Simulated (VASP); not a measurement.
Wanted: the native input for a VASP 6.6.1 run.

- Task: single point
- Functional: PBEsol
- Potentials or basis: VASP PAW PBE potentials, release 64 (W_sv)
- Cutoff: 520 eV
- k mesh: 11 × 11 × 11
- Occupations: fermi-dirac, width 0.05 eV
- Spin: no spin polarisation
- Dipole correction: no
- Further INCAR settings: ALGO = Normal; EDIFF = 1e-06; NBANDS = 13

The structure of W lies in POSCAR:

```
W
1.0
    0.0000000000      1.9957981041      1.9957981041
    1.9957981041      0.0000000000      1.9957981041
    1.9957981041      1.9957981041      0.0000000000
W
1
Direct
    0.0000000000      0.0000000000      0.0000000000
```

The input as run:

INCAR

```
PREC     = Accurate       # precision mode
ENCUT    = 520            # plane-wave cutoff, eV
EDIFF    = 1E-6           # SCF threshold, eV
ISMEAR   = -1             # smearing method
SIGMA    = 0.05           # smearing width, eV
LREAL    = F              # projectors in reciprocal space
LASPH    = T              # aspherical terms in the spheres
NELM     = 80             # most SCF steps
ALGO     = Normal         # electronic algorithm
ISIF     = 2              # what is computed and relaxed
LWAVE    = F              # write WAVECAR
LCHARG   = F              # write CHGCAR
GGA      = PS             # functional
NBANDS   = 13             # bands
```

KPOINTS

```
regular mesh
0
Gamma
  11 11 11
```

Potentials or basis: VASP PAW PBE potentials, release 64 (W_sv).

The run is started by

```bash
$ cat potpaw_PBE.64/W_sv/POTCAR > POTCAR
$ mpirun -np 1 vasp_std > vasp.out
```

Results of the run:

| Item | Value |
| --- | --- |
| Pressure | 2.6 GPa |
| Band gap on the k mesh | zero (band 7 reaches 13.61 eV, above the bottom of band 8 at 10.15 eV) |

Caveat: the PAW data sets were made with another functional, which shifts forces and pressure a little; spin-orbit coupling is left out, which moves the levels of the heavy elements.

It took 5.2 s on 1 thread of Intel(R) Xeon(R) 6975P-C (Granite Rapids), on a shared host, peak memory 0.14 GiB.
